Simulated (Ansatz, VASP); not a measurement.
**One calculation of ScAl3, two programs**

```
CELL_PARAMETERS angstrom
4.10533 0.00000 0.00000
0.00000 4.10533 0.00000
0.00000 0.00000 4.10533
ATOMIC_POSITIONS crystal
Sc 0.00000 0.00000 0.00000
Al 0.50000 0.00000 0.50000
Al 0.00000 0.50000 0.50000
Al 0.50000 0.50000 0.00000
```

Alike in both runs: task single point; functional PBE; k mesh 12 × 12 × 12; occupations gaussian, width 0.15 eV; no spin polarisation.

|  | VASP | Ansatz |
| --- | --- | --- |
| version | VASP 6.6.1 | Ansatz 0.2.0 |
| potentials or method | VASP PAW PBE potentials, release 64 (Sc_sv, Al), cutoff 520 eV | scalar-relativistic, plane waves, PAW |
| valence electrons in the cell | 20 | 20 |

```csv
,VASP,Ansatz,Ansatz less VASP
gap on the k mesh at the Fermi level (eV),none,none,-
pressure (GPa),0.0,0.0,+0.05
```

A gap of «none» marks a metal or a gap that the smearing closes.
